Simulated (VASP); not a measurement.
# BaTiO3 (P4mm) in VASP: notebook, part 2 of 2

VASP 6.6.1. The steps go on from the part before.

### Step 3. Single point, PBE

Contents of INCAR:

```
SYSTEM = BaTiO3
PREC = Accurate ; ENCUT = 600
EDIFF = 1E-6 ; ISMEAR = 0
SIGMA = 0.013000000000000001 ; LREAL = .FALSE.
LASPH = .TRUE. ; NELM = 120
ALGO = Normal ; ISIF = 2
LWAVE = .FALSE. ; LCHARG = .FALSE.
GGA = PE ; NBANDS = 28
GGA_COMPAT = .FALSE.
```

Contents of KPOINTS:

```
regular mesh
0
G
  7 7 7
  0 0 0
```

Contents of POSCAR:

```
BaTiO3
1.0
    3.9998000000      0.0000000000      0.0000000000
    0.0000000000      3.9998000000      0.0000000000
    0.0000000000      0.0000000000      4.0180000000
Ba Ti O
1 1 3
Direct
    0.0000000000      0.0000000000      0.0000000000
    0.5000000000      0.5000000000      0.4900000000
    0.0000000000      0.5000000000      0.5170000000
    0.5000000000      0.0000000000      0.5170000000
    0.5000000000      0.5000000000      0.0190000000
```

Potentials or basis: VASP PAW PBE potentials, release 64 (Ba_sv, Ti_sv, O).

Command:

```bash
$ cat potpaw_PBE.64/Ba_sv/POTCAR potpaw_PBE.64/Ti_sv/POTCAR potpaw_PBE.64/O/POTCAR > POTCAR
$ mpirun -np 1 vasp_std > vasp.out
```

Run time: 59 s. Hardware: 1 thread of Intel Xeon Platinum 8488C (Sapphire Rapids), shared host; peak memory 0.24 GiB.

It converged, with:

| Property | Result |
| --- | --- |
| Free energy | -39.9891 eV |
| Pressure | 4.0 GPa |
| Largest force | 0.277 eV/Å |
| Band gap on the k mesh | 1.87 eV, indirect (least direct gap 2.06 eV) |

Forces on the atoms (eV/Å):
```
Ba   0.000  0.000  0.076
Ti   0.000  0.000 -0.117
O    0.000  0.000 -0.118
O    0.000  0.000 -0.118
O    0.000  0.000  0.277
```

Stress tensor (GPa, compression positive):
```
3.74 0.00 0.00
0.00 3.74 0.00
0.00 0.00 4.66
```

Levels at points of the mesh, in eV from the valence-band top:
| k point | band 18 | band 19 | band 20 | band 21 | band 22 | band 23 |
| --- | --- | --- | --- | --- | --- | --- |
| (0.00, 0.00, 0.00) | -0.21 | -0.19 | -0.19 | 1.87 | 2.08 | 2.08 |

Caveat: spin-orbit coupling is left out, which moves the levels of the heavy elements. A k mesh can miss the band edges.

### Step 4. Single point, PBE

Contents of INCAR:

```
SYSTEM = BaTiO3
PREC = Accurate ; ENCUT = 520
EDIFF = 1E-6 ; ISMEAR = -1
SIGMA = 0.05 ; LREAL = .FALSE.
LASPH = .TRUE. ; NELM = 100
ALGO = Normal ; ISIF = 2
LWAVE = .FALSE. ; LCHARG = .TRUE.
GGA = PE ; LELF = .TRUE.
LVHAR = .TRUE. ; NBANDS = 28
```

Contents of KPOINTS:

```
Automatic mesh
0
G
  4 4 4
  0 0 0
```

POSCAR is that of step 3.

Command:

```bash
$ cat potpaw_PBE.64/Ba_sv/POTCAR potpaw_PBE.64/Ti_sv/POTCAR potpaw_PBE.64/O/POTCAR > POTCAR
$ mpirun -np 1 vasp_std > vasp.out
```

Wall time 20 s (1 thread of Intel Xeon 6975P-C (Granite Rapids), shared host); peak memory 0.18 GiB.

It converged, with:

```
Free energy            : -39.9721 eV
Pressure               : 4.2 GPa
Largest force          : 0.305 eV/Å
Band gap on the k mesh : 1.76 eV, indirect (least direct gap 2.05 eV)
```

Forces on the atoms (eV/Å):
```
Ba   0.000  0.000  0.072
Ti   0.000  0.000 -0.199
O    0.000  0.000 -0.089
O    0.000  0.000 -0.089
O    0.000  0.000  0.305
```

Stress tensor (GPa, compression positive):
```
3.91 0.00 0.00
0.00 3.91 0.00
0.00 0.00 4.90
```

Levels at points of the mesh, in eV from the valence-band top:
```tsv
k point	band 17	band 18	band 19	band 20	band 21	band 22	band 23	band 24
(0.00, 0.00, 0.00)	-1.14	-0.31	-0.29	-0.29	1.76	1.98	1.98	3.95
(0.50, 0.00, 0.00)	-1.83	-1.73	-0.94	-0.84	2.11	3.48	3.51	4.01
(0.50, 0.50, 0.00)	-1.76	-0.97	-0.97	-0.09	3.52	3.52	3.91	4.68
(0.00, 0.00, 0.50)	-1.94	-1.94	-0.71	-0.71	1.92	3.54	3.54	3.95
(0.50, 0.00, 0.50)	-1.72	-0.91	-0.89	-0.17	3.50	3.55	3.90	4.79
(0.50, 0.50, 0.50)	-2.42	-0.08	-0.08	0.00	4.15	4.15	4.15	6.53
```

Caveat: spin-orbit coupling is left out, which moves the levels of the heavy elements.

### Step 5. Single point, revPBE+D3(BJ)

This run uses another cell than the first one, of 12.08 Å³/atom, 0.940 times its volume.

Contents of INCAR:

```
SYSTEM = BaTiO3
ALGO     = Normal         ! electronic algorithm
EDIFF    = 1E-6           ! SCF threshold, eV
ENCUT    = 520            ! plane-wave cutoff, eV
GGA      = RE             ! functional
ISIF     = 2              ! what is computed and relaxed
ISMEAR   = -1             ! smearing method
IVDW     = 12             ! dispersion correction
LASPH    = .TRUE.         ! aspherical terms in the spheres
LCHARG   = .FALSE.        ! write CHGCAR
LREAL    = .FALSE.        ! projectors in reciprocal space
LWAVE    = .FALSE.        ! write WAVECAR
NBANDS   = 28             ! bands
NELM     = 100            ! most SCF steps
PREC     = Accurate       ! precision mode
SIGMA    = 0.05           ! smearing width, eV
```

Contents of KPOINTS:

```
k-points
0
G
  7 7 7
  0 0 0
```

Edit POSCAR of step 4 so:

```diff
@@ -2,5 +2,5 @@
 1.0
-    3.9998000000      0.0000000000      0.0000000000
-    0.0000000000      3.9998000000      0.0000000000
-    0.0000000000      0.0000000000      4.0180000000
+    3.9181485176      0.0000000000      0.0000000000
+    0.0000000000      3.9181485176      0.0000000000
+    0.0000000000      0.0000000000      3.9359769848
 Ba Ti O
```

Command:

```bash
$ cat potpaw_PBE.64/Ba_sv/POTCAR potpaw_PBE.64/Ti_sv/POTCAR potpaw_PBE.64/O/POTCAR > POTCAR
$ mpirun -np 1 vasp_std > vasp.out
```

It took 33 s on 1 thread of Intel Xeon 6975P-C (Granite Rapids), shared host; peak memory 0.22 GiB.

Results (log left out):

| Item | Value |
| --- | --- |
| Free energy | -40.4357 eV |
| Pressure | 13.0 GPa |
| Largest force | 0.178 eV/Å |
| Band gap on the k mesh | 2.03 eV, indirect (least direct gap 2.16 eV) |
| Dispersion energy per atom | -0.519 eV |

Forces on the atoms (eV/Å):
```
Ba   0.000  0.000  0.149
Ti   0.000  0.000  0.178
O    0.000  0.000 -0.094
O    0.000  0.000 -0.094
O    0.000  0.000 -0.140
```

Stress tensor (GPa, compression positive):
```
12.56  0.00  0.00
 0.00 12.56  0.00
 0.00  0.00 13.75
```

Levels at points of the mesh, in eV from the valence-band top:
```tsv
k point	band 18	band 19	band 20	band 21	band 22	band 23
(0.00, 0.00, 0.00)	-0.15	-0.14	-0.14	2.03	2.26	2.26
```

Caveat: the PAW data sets were made with another functional, which shifts forces and pressure a little; spin-orbit coupling is left out, which moves the levels of the heavy elements.

### Step 6. Single point, revPBE+D3(BJ)

This run uses another cell than the first one, of 12.34 Å³/atom, 0.960 times its volume.

Contents of INCAR:

```
SYSTEM = BaTiO3
  PREC = Accurate
  ENCUT = 520
  EDIFF = 1E-6
  ISMEAR = -1
  SIGMA = 0.05
  LREAL = .FALSE.
  LASPH = .TRUE.
  NELM = 100
  ALGO = Normal
  ISIF = 2
  LWAVE = .FALSE.
  LCHARG = .FALSE.
  GGA = RE
  IVDW = 12
  NBANDS = 28
```

Contents of KPOINTS:

```
Automatic mesh
0
G
  7 7 7
  0 0 0
```

Edit POSCAR of step 5 so:

```diff
@@ -2,5 +2,5 @@
 1.0
-    3.9181485176      0.0000000000      0.0000000000
-    0.0000000000      3.9181485176      0.0000000000
-    0.0000000000      0.0000000000      3.9359769848
+    3.9457420220      0.0000000000      0.0000000000
+    0.0000000000      3.9457420220      0.0000000000
+    0.0000000000      0.0000000000      3.9636960459
 Ba Ti O
```

Potentials or basis: VASP PAW PBE potentials, release 64 (Ba_sv, Ti_sv, O).

Command:

```bash
$ cat potpaw_PBE.64/Ba_sv/POTCAR potpaw_PBE.64/Ti_sv/POTCAR potpaw_PBE.64/O/POTCAR > POTCAR
$ mpirun -np 1 vasp_std > vasp.out
```

Run time: 36 s. Hardware: 1 thread of Intel Xeon 6975P-C (Granite Rapids), shared host; peak memory 0.22 GiB.

The run converged. Its results:

| Item | Value |
| --- | --- |
| Free energy | -40.5231 eV |
| Pressure | 8.5 GPa |
| Largest force | 0.125 eV/Å |
| Band gap on the k mesh | 1.98 eV, indirect (least direct gap 2.14 eV) |
| Dispersion energy per atom | -0.507 eV |

Forces on the atoms (eV/Å):
```
Ba   0.000  0.000  0.125
Ti   0.000  0.000  0.069
O    0.000  0.000 -0.101
O    0.000  0.000 -0.101
O    0.000  0.000  0.008
```

Stress tensor (GPa, compression positive):
```
8.16 0.00 0.00
0.00 8.16 0.00
0.00 0.00 9.26
```

Levels at points of the mesh, in eV from the valence-band top:
| k point | band 17 | band 18 | band 19 | band 20 | band 21 | band 22 | band 23 | band 24 |
| --- | --- | --- | --- | --- | --- | --- | --- | --- |
| (0.00, 0.00, 0.00) | -1.10 | -0.17 | -0.16 | -0.16 | 1.98 | 2.21 | 2.21 | 4.34 |

Caveat: the PAW data sets were made with another functional, which shifts forces and pressure a little; spin-orbit coupling is left out, which moves the levels of the heavy elements.

### Step 7. Overview

```csv
task,level,cell,k mesh,cutoff (eV),smearing,gap on the mesh (eV),pressure (GPa),largest force (eV/Å)
relaxation of cell and atoms,r2SCAN,"relaxed from a = 4.000, b = 4.000, c = 4.018 Å, 5 atoms",7 × 7 × 7,600,fermi-dirac 0.05 eV,2.29,0.0,-
single point,PBE,"a = 4.000, b = 4.000, c = 4.018 Å, 5 atoms",7 × 7 × 7,600,gaussian 0.013 eV,1.87,4.0,0.28
single point,PBE,"a = 4.000, b = 4.000, c = 4.018 Å, 5 atoms",4 × 4 × 4,520,fermi-dirac 0.05 eV,1.76,4.2,0.31
single point,revPBE+D3(BJ),"a = 3.918, b = 3.918, c = 3.936 Å, 5 atoms",7 × 7 × 7,520,fermi-dirac 0.05 eV,2.03,13.0,0.18
single point,revPBE+D3(BJ),"a = 3.946, b = 3.946, c = 3.964 Å, 5 atoms",7 × 7 × 7,520,fermi-dirac 0.05 eV,1.98,8.5,0.13
```

Alike in all rows: potentials or basis VASP PAW PBE potentials, release 64 (Ba_sv, Ti_sv, O); no spin polarisation.

Caveats: spin-orbit coupling is left out, which moves the levels of the heavy elements; the PAW data sets were made with another functional, which shifts forces and pressure a little (some runs).

Total energies depend on the potentials used, so only differences within one code and one set of settings carry meaning.
